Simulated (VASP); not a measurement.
# AlSn (P-6m2) in VASP: a series of runs

Aim: see how the results for AlSn move with the level of theory and the settings. Levels: HF, PBEsol-based global hybrid with 25 % exact exchange, PBE0. Tasks: single point.

All numbers are computed with VASP 6.6.1; they aren't measurements. Logs are shortened: lines on timing, memory, paths and dates and some standing lists are left out, and cuts for length are marked.

## (1) The cell of the first run

The structure is hexagonal, space group P-6m2 (No. 187). Conventional cell: a = 4.216 Å, b = 4.216 Å, c = 3.511 Å, α = 90.00°, β = 90.00°, γ = 120.00°. Sn (site symmetry -6m2) has 6 Al at 3.00 Å and 2 Sn at 3.51 Å within 4.0 Å. Al (site symmetry -6m2) has 6 Sn at 3.00 Å and 2 Al at 3.51 Å within 4.0 Å.

## (2) Single point, HF

Input file POSCAR:

```
AlSn
1.0
    4.2157338864      0.0000000000      0.0000000000
   -2.1078669432      3.6509326412      0.0000000000
    0.0000000000      0.0000000000      3.5105227331
Sn Al
1 1
Direct
    0.3333333333      0.6666666667      0.5000000000
    0.0000000000      0.0000000000      0.0000000000
```

Input file INCAR.step1:

```
SYSTEM = AlSn
PREC = Accurate ; ENCUT = 520
EDIFF = 1E-5 ; ISMEAR = -1
SIGMA = 0.05 ; LREAL = .FALSE.
LASPH = .TRUE. ; NELM = 80
ALGO = Normal ; ISIF = 2
LWAVE = .TRUE. ; LCHARG = .FALSE.
GGA = PE ; NBANDS = 16
```

Input file INCAR.step2:

```
SYSTEM = AlSn
PREC = Accurate ; ENCUT = 520
EDIFF = 1E-7 ; ISMEAR = -1
SIGMA = 0.05 ; LREAL = .FALSE.
LASPH = .TRUE. ; NELM = 80
ALGO = Normal ; ISIF = 2
LWAVE = .FALSE. ; LCHARG = .FALSE.
GGA = PE ; LHFCALC = .TRUE.
AEXX = 1.0 ; ALDAC = 0.0
AGGAC = 0.0 ; PRECFOCK = Normal
ISTART = 1 ; NBANDS = 16
```

Input file KPOINTS:

```
Automatic mesh
0
G
  4 4 4
  0 0 0
```

Potentials or basis: VASP PAW PBE potentials, release 64 (Sn_d, Al).

The run is started by

```bash
$ cat potpaw_PBE.64/Sn_d/POTCAR potpaw_PBE.64/Al/POTCAR > POTCAR
$ cp INCAR.step1 INCAR
$ mpirun -np 1 vasp_std > vasp.out
$ cp INCAR.step2 INCAR
$ mpirun -np 1 vasp_std > vasp.out
```

OUTCAR:

```text
SYSTEM = AlSn
   PREC = Accurate
   ENCUT = 520
   EDIFF = 1E-7
   ISMEAR = -1
   LREAL = .FALSE.
   LASPH = .TRUE.
   NELM = 80
   ISIF = 2
   GGA = PE
   LHFCALC = .TRUE.
   AEXX = 1.0
   PRECFOCK = Normal
   ISTART = 1

 ion  position               nearest neighbor table
   1  0.333  0.667  0.500-   2 3.00   2 3.00   2 3.00   2 3.00   2 3.00   2 3.00
   2  0.000  0.000  0.000-   1 3.00   1 3.00   1 3.00   1 3.00   1 3.00   1 3.00

  LATTYP: Found a hexagonal cell.
 ALAT       =     4.2157338864
 C/A-ratio  =     0.8327192436

  Lattice vectors:

 A1 = (   4.2157338864,   0.0000000000,   0.0000000000)
 A2 = (  -2.1078669432,   3.6509326412,   0.0000000000)
 A3 = (   0.0000000000,   0.0000000000,   3.5105227331)

Analysis of symmetry for initial positions (statically):
=====================================================================
 Subroutine PRICEL returns:
 Original cell was already a primitive cell.

 Routine SETGRP: Setting up the symmetry group for a
 hexagonal supercell.

 Subroutine GETGRP returns: Found 12 space group operations
 (whereof 12 operations were pure point group operations)
 out of a pool of 24 trial point group operations.

The static configuration has the point symmetry D_3h.

Analysis of symmetry for dynamics (positions and initial velocities):
=====================================================================
 Subroutine PRICEL returns:
 Original cell was already a primitive cell.

 Routine SETGRP: Setting up the symmetry group for a
 hexagonal supercell.

 Subroutine GETGRP returns: Found 12 space group operations
 (whereof 12 operations were pure point group operations)
 out of a pool of 24 trial point group operations.

The dynamic configuration has the point symmetry D_3h.

 Subroutine INISYM returns: Found 12 space group operations
 (whereof 12 operations are pure point group operations),
 and found     1 'primitive' translations

----------------------------------------------------------------------------------------

                                     Primitive cell

  volume of cell :      54.0317

  direct lattice vectors                    reciprocal lattice vectors
     4.215733886  0.000000000  0.000000000     0.237206623  0.136951308  0.000000000
    -2.107866943  3.650932641  0.000000000     0.000000000  0.273902616  0.000000000
     0.000000000  0.000000000  3.510522733     0.000000000  0.000000000  0.284857862

  length of vectors
     4.215733886  4.215733886  3.510522733     0.273902616  0.273902616  0.284857862

  position of ions in fractional coordinates (direct lattice)
     0.333333333  0.666666667  0.500000000
     0.000000000  0.000000000  0.000000000

  ion indices of the primitive-cell ions
   primitive index   ion index
                 1           1
                 2           2

----------------------------------------------------------------------------------------

 KPOINTS: Automatic mesh

Automatic generation of k-mesh.
 Grid dimensions read from file:
 generate k-points for:    4    4    4

 Generating k-lattice:

  Cartesian coordinates                     Fractional coordinates (reciprocal lattice)
     0.059301656  0.034237827  0.000000000     0.250000000  0.000000000  0.000000000
     0.000000000  0.068475654  0.000000000     0.000000000  0.250000000  0.000000000
     0.000000000  0.000000000  0.071214465     0.000000000  0.000000000  0.250000000

  Length of vectors
     0.068475654  0.068475654  0.071214465

  Shift w.r.t. Gamma in fractional coordinates (k-lattice)
     0.000000000  0.000000000  0.000000000

 Subroutine IBZKPT returns following result:
 ===========================================

 Found     12 irreducible k-points:

 Following reciprocal coordinates:
            Coordinates               Weight
  0.000000  0.000000  0.000000      1.000000
  0.250000  0.000000  0.000000      6.000000
  0.500000  0.000000  0.000000      3.000000
  0.250000  0.250000  0.000000      6.000000
  0.000000  0.000000  0.250000      2.000000
  0.250000  0.000000  0.250000     12.000000
  0.500000  0.000000  0.250000      6.000000
  0.250000  0.250000  0.250000     12.000000
  0.000000  0.000000  0.500000      1.000000
  0.250000  0.000000  0.500000      6.000000
  0.500000  0.000000  0.500000      3.000000
  0.250000  0.250000  0.500000      6.000000
   k-points           NKPTS =     12   k-points in BZ     NKDIM =     64   number of bands    NBANDS=     16
   number of dos      NEDOS =    301   number of ions     NIONS =      2
   total plane-waves  NPLWV =  28672
   dimension x,y,z NGX =    32 NGY =   32 NGZ =   28
   dimension x,y,z NGXF=    64 NGYF=   64 NGZF=   56
   ions per type =               1   1
   NGX,Y,Z   is equivalent  to a cutoff of  12.62, 12.62, 13.26 a.u.
   NGXF,Y,Z  is equivalent  to a cutoff of  25.24, 25.24, 26.52 a.u.
 SYSTEM =  AlSn
   PREC   = accura    normal or accurate (medium, high low for compatibility)
   ISTART =      1    job   : 0-new  1-cont  2-samecut
   ICHARG =      0    charge: 1-file 2-atom 10-const
   ISPIN  =      1    spin polarized calculation?
   LNONCOLLINEAR =      F non collinear calculations
   LSORBIT =      F    spin-orbit coupling
   LASPH  =      T    aspherical Exc in radial PAW
   ENCUT  =  520.0 eV  38.22 Ry    6.18 a.u.   7.84  7.84  6.53*2*pi/ulx,y,z
   NELM   =     80;   NELMIN=  2; NELMDL=  0     # of ELM steps
   EDIFF  = 0.1E-06   stopping-criterion for ELM
   LREAL  =      F    real-space projection
   EDIFFG = 0.1E-05   stopping-criterion for IOM
   NSW    =      0    number of steps for IOM
   IBRION =     -1    ionic relax: 0-MD 1-quasi-New 2-CG
   NFREE  =      0    steps in history (QN), initial steepest desc. (CG)
   ISIF   =      2    stress and relaxation
   ISYM   =      3    0-nonsym 1-usesym 2-fastsym
   POTIM  = 0.5000    time-step for ionic-motion
   TEBEG  =    0.0;   TEEND  =   0.0 temperature during run
   PSTRESS=    0.0 pullay stress
   NELECT =      17.0000    total number of electrons
   NUPDOWN=      -1.0000    fix difference up-down
   EMIN   =  10.00;   EMAX   =-10.00  energy-range for DOS
   EFERMI =   0.00;   METHOD = LEGACY
   ISMEAR =    -1;   SIGMA  =   0.05  broadening in eV -4-tet -1-fermi 0-gaus
   EFERMI_NEDOS =   21; number of points for ismear=-14 and -15
   IALGO  =     38    algorithm
   IMIX   =      1    mixing-type and parameters
     AMIX     =   0.40;   BMIX     =  1.00
     AMIX_MAG =   1.60;   BMIX_MAG =  1.00
  volume/ion in A,a.u.               =      27.02       182.31
  Fermi-wavevector in a.u.,A,eV,Ry     =   1.113461  2.104136 16.868430  1.239795
  Thomas-Fermi vector in A             =   2.250046
   LORBIT       =      0    0 simple, 1 ext, 2 COOP (PROOUT), +10 PAW based schemes
   GGA     = PE    functional components
   LHFCALC =     T    Hartree Fock is set to
   PRECFOCK=normal    Normal, Fast or Accurate (Low or Medium for compatibility)
   ENCUT4O =  -1.0   cutoff for four orbital integrals eV
   NKREDX  =     1    reduce k-point grid by
   NKREDY  =     1    reduce k-point grid by
   NKREDZ  =     1    reduce k-point grid by
   AEXX    =    1.0000 exact exchange contribution
   HFSCREEN=    0.0000 screening length (either q_TF or 0.3 A-1)
   HFSCREENC=   0.0000 screening length for correlation (either q_TF or 0.3 A-1)
   ENCUTFOCK=  -1.0 apply spherical cutoff to Coloumb kernel
   IVDW    =     0    specifies the selected vdW correction
   LEPSILON=     F    determine dielectric tensor
   LRPA    =     F    only Hartree local field effects (RPA)
 non-spin polarized calculation
  energy-cutoff  :      520.00
  volume of cell :       54.03
 maximum number of plane-waves:      1478
 NGX is ok and might be reduce to    32
  NGX = 24; NGY = 24; NGZ = 20

 number of electron      17.0000003 magnetization

 Free energy of the ion-electron system (eV)
  ---------------------------------------------------
  ext. energy  EPLUGINS =         0.00000000
  ---------------------------------------------------
  free energy    TOTEN  =       -13.54008364 eV

  energy without entropy =      -13.52814832  energy(sigma->0) =      -13.53411598

 E-fermi :   7.2104     XC(G=0):   0.0000

 val. band max:        4.9710058628   @ k =   0.2500   0.2500   0.5000
 cond. band min:       7.2450137202   @ k =   0.2500   0.0000   0.2500
 fundamental gap:      2.2740078574
 Fermi energy:         7.2103556960

 k-point     1 :       0.0000    0.0000    0.0000
  band No.  band energies     occupation
      1     -25.2462      2.00000
      2     -25.1357      2.00000
      3     -25.1357      2.00000
      4     -25.1085      2.00000
      5     -25.1085      2.00000
      6     -10.3395      2.00000
[... 8 lines left out ...]
     15      21.3011      0.00000
     16      23.1969      0.00000

 k-point     2 :       0.2500    0.0000    0.0000
  band No.  band energies     occupation
      1     -25.2415      2.00000
      2     -25.1414      2.00000
      3     -25.1377      2.00000
      4     -25.1088      2.00000
      5     -25.0973      2.00000
      6      -9.3640      2.00000
[... 8 lines left out ...]
     15      20.3067      0.00000
     16      20.7264      0.00000

 k-point     3 :       0.5000    0.0000    0.0000
  band No.  band energies     occupation
      1     -25.2369      2.00000
      2     -25.1468      2.00000
      3     -25.1401      2.00000
      4     -25.1094      2.00000
      5     -25.0863      2.00000
      6      -7.3297      2.00000
[... 8 lines left out ...]
     15      20.8141      0.00000
     16      22.8326      0.00000

 k-point     4 :       0.2500    0.2500    0.0000
  band No.  band energies     occupation
      1     -25.2366      2.00000
      2     -25.1452      2.00000
      3     -25.1416      2.00000
      4     -25.1047      2.00000
      5     -25.0914      2.00000
      6      -7.5542      2.00000
[... 8 lines left out ...]
     15      20.3504      0.00000
     16      21.4582      0.00000
[... 96 lines left out ...]
 k-point    10 :       0.2500    0.0000    0.5000
  band No.  band energies     occupation
      1     -25.1901      2.00000
      2     -25.1843      2.00000
      3     -25.1302      2.00000
      4     -25.1021      2.00000
      5     -25.0906      2.00000
      6      -5.1733      2.00000
[... 8 lines left out ...]
     15      20.4049      0.00000
     16      20.4501      0.00000

 k-point    11 :       0.5000    0.0000    0.5000
  band No.  band energies     occupation
      1     -25.1983      2.00000
      2     -25.1873      2.00000
      3     -25.1280      2.00000
      4     -25.1011      2.00000
      5     -25.0808      2.00000
      6      -3.4106      2.00000
[... 8 lines left out ...]
     15      24.7636      0.00000
     16      24.7971      0.00000

 k-point    12 :       0.2500    0.2500    0.5000
  band No.  band energies     occupation
      1     -25.1960      2.00000
      2     -25.1895      2.00000
      3     -25.1250      2.00000
      4     -25.0982      2.00000
      5     -25.0860      2.00000
      6      -3.5395      2.00000
[... 8 lines left out ...]
     15      19.7776      0.00000
     16      21.7505      0.00000

------------------------ aborting loop because EDIFF is reached ----------------------------------------

  FORCE on cell =-STRESS in cart. coord.  units (eV):
  Direction    XX          YY          ZZ          XY          YZ          ZX
  --------------------------------------------------------------------------------------
  -------------------------------------------------------------------------------------
  Total       -0.4726081     -0.4726081      1.8593441     -0.0000000      0.0000000     -0.0000000
  in kB      -14.0140265    -14.0140265     55.1342597     -0.0000000      0.0000000     -0.0000000
  external PRESSURE =       9.0354022 kB  Pullay stress =       0.0000000 kB

 VOLUME and BASIS-vectors are now :
 -----------------------------------------------------------------------------
  energy-cutoff  :      520.00
  volume of cell :       54.03
      direct lattice vectors                 reciprocal lattice vectors
     4.215733886  0.000000000  0.000000000     0.237206623  0.136951308  0.000000000
    -2.107866943  3.650932641  0.000000000     0.000000000  0.273902616  0.000000000
     0.000000000  0.000000000  3.510522733     0.000000000  0.000000000  0.284857862

 POSITION                                       TOTAL-FORCE (eV/Angst)
 -----------------------------------------------------------------------------------
     -0.00000      2.43396      1.75526         0.000000      0.000000      0.000000
      0.00000      0.00000      0.00000        -0.000000      0.000000      0.000000
 -----------------------------------------------------------------------------------
    total drift:                                0.000000     -0.000000      0.000000

  FREE ENERGIE OF THE ION-ELECTRON SYSTEM (eV)
  ---------------------------------------------------
  free  energy   TOTEN  =       -13.5400836407 eV

  energy  without entropy=      -13.5281483156  energy(sigma->0) =      -13.53411598
```

It took 21 min on 1 thread of AMD EPYC 7R43 (Zen 3), shared host; peak memory 0.15 GiB.

Results:

```yaml
Free_energy: -13.5401 eV
Pressure: 0.9 GPa
Band_gap_on_the_k_mesh: zero (an odd number of electrons rules out a gap without spin polarisation)
```

Stress tensor (GPa, compression positive):
```
-1.40  0.00  0.00
 0.00 -1.40  0.00
 0.00  0.00  5.51
```

Levels at points of the mesh, in eV from the Fermi level:
```
           k point  band 4  band 5  band 6  band 7  band 8  band 9  band 10  band 11  band 12  band 13
(0.00, 0.00, 0.00)  -32.32  -32.32  -17.55    0.98    1.23    1.23     3.88     6.43     6.43     7.37
(0.50, 0.00, 0.00)  -32.32  -32.30  -14.54  -11.80   -4.11    2.15     6.36     8.52     9.51    10.60
(0.00, 0.00, 0.50)  -32.31  -32.31  -13.33  -12.39    4.99    4.99     5.40     7.22     7.22     7.50
(0.50, 0.00, 0.50)  -32.31  -32.29  -10.62   -9.19   -6.59   -5.73     2.54     5.09     6.37     6.81
```

Caveat: the k points lie up to 0.45 Å⁻¹ apart, too coarse for converged energies and pressures of a metal; the PAW data sets were made with another functional, which shifts forces and pressure a little; spin-orbit coupling is left out, which moves the levels of the heavy elements.

## (3) Single point, PBEsol-based global hybrid with 25 % exact exchange

This run uses another cell than the first one, of 23.65 Å³/atom.

Input file POSCAR:

```
AlSn
1.0
    3.9584740564      0.0000000000      0.0000000000
   -1.9792370282      3.4281390931      0.0000000000
    0.0000000000      0.0000000000      3.4858209309
Sn Al
1 1
Direct
    0.3333333333      0.6666666667      0.5000000000
    0.0000000000      0.0000000000      0.0000000000
```

Input file INCAR.step1:

```
PREC     = Accurate       # precision mode
ENCUT    = 520            # plane-wave cutoff, eV
EDIFF    = 1E-5           # SCF threshold, eV
ISMEAR   = -1             # smearing method
SIGMA    = 0.05           # smearing width, eV
LREAL    = F              # projectors in reciprocal space
LASPH    = T              # aspherical terms in the spheres
NELM     = 80             # most SCF steps
ALGO     = Normal         # electronic algorithm
ISIF     = 2              # what is computed and relaxed
LWAVE    = T              # write WAVECAR
NBANDS   = 16             # bands
GGA      = PE             # functional
```

Input file INCAR.step2:

```
PREC     = Accurate       # precision mode
ENCUT    = 520            # plane-wave cutoff, eV
EDIFF    = 1E-6           # SCF threshold, eV
ISMEAR   = -1             # smearing method
SIGMA    = 0.05           # smearing width, eV
LREAL    = F              # projectors in reciprocal space
LASPH    = T              # aspherical terms in the spheres
NELM     = 80             # most SCF steps
ALGO     = Normal         # electronic algorithm
ISIF     = 2              # what is computed and relaxed
LWAVE    = F              # write WAVECAR
LCHARG   = T              # write CHGCAR
GGA      = PS             # functional
LHFCALC  = T              # exact exchange
AEXX     = 0.25           # exact-exchange fraction
PRECFOCK = Normal       
LELF     = T              # ELF
LVHAR    = T            
NBANDS   = 16             # bands
ISTART   = 1
```

Input file KPOINTS:

```
regular mesh
0
Gamma
  4 4 4
```

Potentials or basis: VASP PAW PBE potentials, release 64 (Sn_d, Al).

The run is started by

```bash
$ cat potpaw_PBE.64/Sn_d/POTCAR potpaw_PBE.64/Al/POTCAR > POTCAR
$ cp INCAR.step1 INCAR
$ mpirun -np 1 vasp_std > vasp.out
$ cp INCAR.step2 INCAR
$ mpirun -np 1 vasp_std > vasp.out
```

Wall time 3.2 min (1 thread of Intel Xeon 6975P-C (Granite Rapids), shared host); peak memory 0.17 GiB.

Results (log left out):

```yaml
Free_energy: -9.4907 eV
Pressure: -0.1 GPa
Band_gap_on_the_k_mesh: zero (an odd number of electrons rules out a gap without spin polarisation)
```

Stress tensor (GPa, compression positive):
```
-0.14  0.00  0.00
 0.00 -0.14  0.00
 0.00  0.00 -0.05
```

Levels at points of the mesh, in eV from the Fermi level:
| k point | band 4 | band 5 | band 6 | band 7 | band 8 | band 9 | band 10 | band 11 | band 12 | band 13 |
| --- | --- | --- | --- | --- | --- | --- | --- | --- | --- | --- |
| (0.00, 0.00, 0.00) | -24.04 | -24.04 | -12.87 | 0.77 | 0.77 | 1.23 | 2.58 | 4.43 | 4.43 | 4.47 |
| (0.50, 0.00, 0.00) | -24.04 | -24.00 | -10.27 | -7.95 | -2.24 | 1.54 | 3.63 | 6.10 | 6.71 | 7.50 |
| (0.00, 0.00, 0.50) | -24.04 | -24.01 | -9.87 | -8.53 | 3.77 | 3.77 | 4.73 | 4.73 | 5.80 | 6.16 |
| (0.50, 0.00, 0.50) | -24.00 | -23.99 | -7.40 | -5.75 | -4.71 | -3.52 | 1.57 | 2.99 | 4.46 | 4.89 |

Caveat: the k points lie up to 0.46 Å⁻¹ apart, too coarse for converged energies and pressures of a metal; the PAW data sets were made with another functional, which shifts forces and pressure a little; spin-orbit coupling is left out, which moves the levels of the heavy elements.

[end of part 1 of 2]

The gap in the log of VASP goes by the Fermi energy; the results here count the filled bands.